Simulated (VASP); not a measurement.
# Ge (Fd-3m) in VASP: settings compared, part 2 of 2

VASP 6.6.1.

**4. Electric field gradients, PBEsol**

Input file INCAR:

```
PREC = Accurate
ENCUT = 520
EDIFF = 1E-8
ISMEAR = -1
SIGMA = 0.05
LREAL = Auto
LASPH = T
NELM = 80
ALGO = Normal
ISIF = 2
LWAVE = F
LCHARG = F
GGA = PS
LEFG = T
NBANDS = 126
```

Input file KPOINTS:

```
regular mesh
0
Gamma
  5 5 5
```

Input file POSCAR:

```
Ge
1.0
    0.0000000000      5.6578200000      5.6578200000
    5.6578200000      0.0000000000      5.6578200000
    5.6578200000      5.6578200000      0.0000000000
Ge
16
Direct
    0.0000000000      0.0000000000      0.0000000000
    0.0000000000      0.0000000000      0.5000000000
    0.0000000000      0.5000000000      0.0000000000
    0.0000000000      0.5000000000      0.5000000000
    0.5000000000      0.0000000000      0.0000000000
    0.5000000000      0.0000000000      0.5000000000
    0.5000000000      0.5000000000      0.0000000000
    0.5000000000      0.5000000000      0.5000000000
    0.1250000000      0.1250000000      0.1250000000
    0.1250000000      0.1250000000      0.6250000000
    0.1250000000      0.6250000000      0.1250000000
    0.1250000000      0.6250000000      0.6250000000
    0.6250000000      0.1250000000      0.1250000000
    0.6250000000      0.1250000000      0.6250000000
    0.6250000000      0.6250000000      0.1250000000
    0.6250000000      0.6250000000      0.6250000000
```

Potentials or basis: VASP PAW PBE potentials, release 64 (Ge_d).

The run is started by

```console
$ cat potpaw_PBE.64/Ge_d/POTCAR > POTCAR
$ mpirun -np 1 vasp_std > vasp.out
```

OUTCAR:

```text
PREC = Accurate
   ENCUT = 520
   EDIFF = 1E-8
   ISMEAR = -1
   LREAL = Auto
   LASPH = T
   NELM = 80
   ISIF = 2
   GGA = PS

 ion  position               nearest neighbor table
   1  0.000  0.000  0.000-   9 2.45  10 2.45  11 2.45  13 2.45
   2  0.000  0.000  0.500-   9 2.45  10 2.45  12 2.45  14 2.45
   3  0.000  0.500  0.000-   9 2.45  11 2.45  12 2.45  15 2.45
   4  0.000  0.500  0.500-  10 2.45  11 2.45  12 2.45  16 2.45
   5  0.500  0.000  0.000-   9 2.45  13 2.45  14 2.45  15 2.45
   6  0.500  0.000  0.500-  10 2.45  13 2.45  14 2.45  16 2.45
[... 8 lines left out ...]
  15  0.625  0.625  0.125-   3 2.45   5 2.45   7 2.45   8 2.45
  16  0.625  0.625  0.625-   4 2.45   6 2.45   7 2.45   8 2.45
[... 6 lines left out ...]
 A1 = (   0.0000000000,   5.6578200000,   5.6578200000)
 A2 = (   5.6578200000,   0.0000000000,   5.6578200000)
 A3 = (   5.6578200000,   5.6578200000,   0.0000000000)

Analysis of symmetry for initial positions (statically):
=====================================================================
 Subroutine PRICEL returns following result:

  LATTYP: Found a face centered cubic cell.
 ALAT       =     5.6578200000

  Lattice vectors:

 A1 = (   0.0000000000,   2.8289100000,   2.8289100000)
 A2 = (   2.8289100000,   0.0000000000,   2.8289100000)
 A3 = (   2.8289100000,   2.8289100000,   0.0000000000)

   8 primitive cells build up your supercell.

 Routine SETGRP: Setting up the symmetry group for a
 face centered cubic supercell.

 Subroutine GETGRP returns: Found 48 space group operations
 (whereof 24 operations were pure point group operations)
 out of a pool of 48 trial point group operations.

The static configuration has the point symmetry T_d .
 The point group associated with its full space group is O_h .

Analysis of symmetry for dynamics (positions and initial velocities):
=====================================================================
 Subroutine PRICEL returns following result:

  LATTYP: Found a face centered cubic cell.
 ALAT       =     5.6578200000

  Lattice vectors:

 A1 = (   0.0000000000,   2.8289100000,   2.8289100000)
 A2 = (   2.8289100000,   0.0000000000,   2.8289100000)
 A3 = (   2.8289100000,   2.8289100000,   0.0000000000)

   8 primitive cells build up your supercell.

 Routine SETGRP: Setting up the symmetry group for a
 face centered cubic supercell.

 Subroutine GETGRP returns: Found 48 space group operations
 (whereof 24 operations were pure point group operations)
 out of a pool of 48 trial point group operations.

The dynamic configuration has the point symmetry T_d .
 The point group associated with its full space group is O_h .

 Subroutine INISYM returns: Found 48 space group operations
 (whereof 24 operations are pure point group operations),
 and found     8 'primitive' translations

----------------------------------------------------------------------------------------

                                     Primitive cell

  volume of cell :      45.2780
[... 103 lines left out ...]
   LEPSILON=     F    determine dielectric tensor
   LRPA    =     F    only Hartree local field effects (RPA)
 non-spin polarized calculation
  energy-cutoff  :      520.00
  volume of cell :      362.22
 maximum number of plane-waves:      9766
   NGX = 29   NGY = 29   NGZ = 29

 number of electron     224.0000175 magnetization

 Free energy of the ion-electron system (eV)
  ---------------------------------------------------
  ext. energy  EPLUGINS =         0.00000000
  ---------------------------------------------------
  free energy    TOTEN  =       -78.97391049 eV

  energy without entropy =      -78.96906143  energy(sigma->0) =      -78.97148596

 E-fermi :   4.8845     XC(G=0): -10.1284

 val. band max:        4.8615872740   @ k =   0.0000   0.0000   0.0000
 cond. band min:       4.9842573656   @ k =   0.0000   0.0000   0.0000
 fundamental gap:      0.1226700916
 Fermi energy:         4.8844863120

 k-point     1 :       0.0000    0.0000    0.0000
  band No.  band energies     occupation
      1     -19.9355      2.00000
      2     -19.9355      2.00000
      3     -19.9355      2.00000
      4     -19.9355      2.00000
      5     -19.9355      2.00000
      6     -19.9355      2.00000
[... 1259 lines left out ...]
    123       7.9516      0.00000
    124       8.1548      0.00000
 [bands above 124 left out]

------------------------ aborting loop because EDIFF is reached ----------------------------------------

  FORCE on cell =-STRESS in cart. coord.  units (eV):
  Direction    XX          YY          ZZ          XY          YZ          ZX
  --------------------------------------------------------------------------------------
  -------------------------------------------------------------------------------------
  Total        1.2577547      1.2577547      1.2577547      0.0000000     -0.0000000     -0.0000000
  in kB        5.5632573      5.5632573      5.5632573      0.0000000     -0.0000000     -0.0000000
  external PRESSURE =       5.5632573 kB  Pullay stress =       0.0000000 kB

 VOLUME and BASIS-vectors are now :
 -----------------------------------------------------------------------------
  energy-cutoff  :      520.00
  volume of cell :      362.22
      direct lattice vectors                 reciprocal lattice vectors
     0.000000000  5.657820000  5.657820000    -0.088373260  0.088373260  0.088373260
     5.657820000  0.000000000  5.657820000     0.088373260 -0.088373260  0.088373260
     5.657820000  5.657820000  0.000000000     0.088373260  0.088373260 -0.088373260

 POSITION                                       TOTAL-FORCE (eV/Angst)
 -----------------------------------------------------------------------------------
      0.00000      0.00000      0.00000         0.000000      0.000000      0.000000
      2.82891      2.82891      0.00000         0.000000      0.000000      0.000000
      2.82891      0.00000      2.82891         0.000000      0.000000      0.000000
      5.65782      2.82891      2.82891         0.000000      0.000000      0.000000
      0.00000      2.82891      2.82891         0.000000      0.000000      0.000000
      2.82891      5.65782      2.82891         0.000000      0.000000      0.000000
[... 8 lines left out ...]
      4.24336      4.24336      7.07228        -0.000000      0.000000     -0.000000
      7.07228      7.07228      7.07228        -0.000000     -0.000000     -0.000000
 -----------------------------------------------------------------------------------
    total drift:                               -0.000000      0.000000      0.000000

  FREE ENERGIE OF THE ION-ELECTRON SYSTEM (eV)
  ---------------------------------------------------
  free  energy   TOTEN  =       -78.9739104894 eV

  energy  without entropy=      -78.9690614296  energy(sigma->0) =      -78.97148596

 Electric field gradients (V/A^2)
---------------------------------------------------------------------
 ion       V_xx      V_yy      V_zz      V_xy      V_xz      V_yz
---------------------------------------------------------------------
   1       0.000     0.000    -0.000     0.004     0.004     0.004
   2      -0.000     0.000    -0.000     0.004     0.004     0.004
   3      -0.000     0.000    -0.000     0.004     0.004     0.004
   4      -0.000     0.000    -0.000     0.004     0.004     0.004
   5       0.000     0.000    -0.000     0.004     0.004     0.004
   6       0.000     0.000    -0.000     0.004     0.004     0.004
[... 8 lines left out ...]
  15       0.000     0.000    -0.000     0.004     0.004     0.004
  16      -0.000     0.000    -0.000     0.004     0.004     0.004
---------------------------------------------------------------------

 Electric field gradients after diagonalization (V/A^2)
 (convention: |V_zz| > |V_xx| > |V_yy|)
----------------------------------------------------------------------
 ion       V_xx      V_yy      V_zz     asymmetry (V_yy - V_xx)/ V_zz
----------------------------------------------------------------------
   1      -0.004    -0.004     0.007       0.000
   2      -0.004    -0.004     0.007       0.000
   3      -0.004    -0.004     0.007       0.000
   4      -0.004    -0.004     0.007       0.000
   5      -0.004    -0.004     0.007       0.000
   6      -0.004    -0.004     0.007       0.000
[... 8 lines left out ...]
  15      -0.004    -0.004     0.007       0.000
  16      -0.004    -0.004     0.007       0.000
----------------------------------------------------------------------

           NMR quadrupolar parameters

 Cq : quadrupolar parameter    Cq=e*Q*V_zz/h
 eta: asymmetry parameters     (V_yy - V_xx)/ V_zz
 Q  : nuclear electric quadrupole moment in mb (millibarn)
----------------------------------------------------------------------
 ion       Cq(MHz)       eta       Q (mb)
----------------------------------------------------------------------
   1       0.000       0.000       1.000
   2       0.000       0.000       1.000
   3       0.000       0.000       1.000
   4       0.000       0.000       1.000
   5       0.000       0.000       1.000
   6       0.000       0.000       1.000
[... 8 lines left out ...]
  15       0.000       0.000       1.000
  16       0.000       0.000       1.000
----------------------------------------------------------------------
```

Run time: 24 min. Hardware: 1 thread of Oxide Virtual Turin-like, shared host; peak memory 0.6 GiB.

What came out:

```
Free energy                             : -78.9739 eV
Pressure                                : 0.6 GPa
Band gap on the k mesh                  : zero (filled and empty bands touch)
Largest electric field gradient by atom : zero within the noise of the run
```

Levels at points of the mesh, in eV from the Fermi level:
| k point | band 110 | band 111 | band 112 | band 113 | band 114 | band 115 |
| --- | --- | --- | --- | --- | --- | --- |
| (0.00, 0.00, 0.00) | -0.03 | -0.02 | -0.02 | -0.02 | 0.10 | 0.10 |

Caveat: semilocal functionals underestimate gaps, so a narrow gap can read as zero; the PAW data sets were made with another functional, which shifts forces and pressure a little.

**5. Comparison with measurements**

Step 3. Measured gap of Ge: 0.744 eV (indirect; 0 K; “Temperature-dependent photoluminescence in Ge: experiment and theory”, 2020, arxiv:2003.00143). This calculation gives 0.00 eV (-0.74 eV). 3 values of this kind are on record (0.666 to 0.807 eV); this one was drawn at random among those near their median. Spin-orbit coupling on Ge is left out. The value is that of PBEsol on a finite k mesh, which can miss the band edges, without temperature or zero-point motion. Semilocal functionals fall short of measured gaps as a rule.

Step 4. Against the measured gap of Ge, 0.807 eV (direct; 300 K; “Electronic and optical properties of SixGe1-x-ySny alloys lattice-matched to Ge”, 2021, arxiv:2109.02782), the calculated 0.00 eV is off by -0.81 eV. 3 values of this kind are on record (0.666 to 0.807 eV); this one was drawn at random among those near their median. Spin-orbit coupling on Ge is left out. The value is that of PBEsol on a finite k mesh, which can miss the band edges, without temperature or zero-point motion. Semilocal functionals fall short of measured gaps as a rule.
